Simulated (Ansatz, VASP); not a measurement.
# One calculation of Pd, two programs

```xyz
1
Lattice="0.0000 1.9600 1.9600 1.9600 0.0000 1.9600 1.9600 1.9600 0.0000" Properties=species:S:1:pos:R:3 pbc="T T T"
Pd    0.0000    0.0000    0.0000
```

Alike in both runs: task relaxation of cell and atoms; functional r2SCAN; k mesh 20 × 20 × 20; occupations methfessel-paxton of order 1, width 0.1 eV; no spin polarisation.

|  | VASP | Ansatz |
| --- | --- | --- |
| version | VASP 6.6.1 | Ansatz 0.2.0 |
| potentials or method | VASP PAW PBE potentials, release 64 (Pd) | scalar-relativistic, plane waves, PAW |
| plane-wave cutoff (eV) | 600 | 500 |
| valence electrons in the cell | 10 | 18 |

|  | VASP | Ansatz | Ansatz less VASP |
| --- | --- | --- | --- |
| gap on the k mesh at the Fermi level, each at its own relaxed structure (eV) | none | none | - |
| relaxed volume (Å³/atom) | 14.96 | 14.91 | -0.047 |
| relaxed cell length with the largest relative difference (Å) | 2.766 | 2.763 | -0.0029 |

VASP's potentials were made for PBE, not for r2SCAN. A gap of «none» marks a metal or a gap that the smearing closes. VASP's potentials hold 10 valence electrons a cell and Ansatz's 18, so a difference there can come from the potentials and not from the codes.
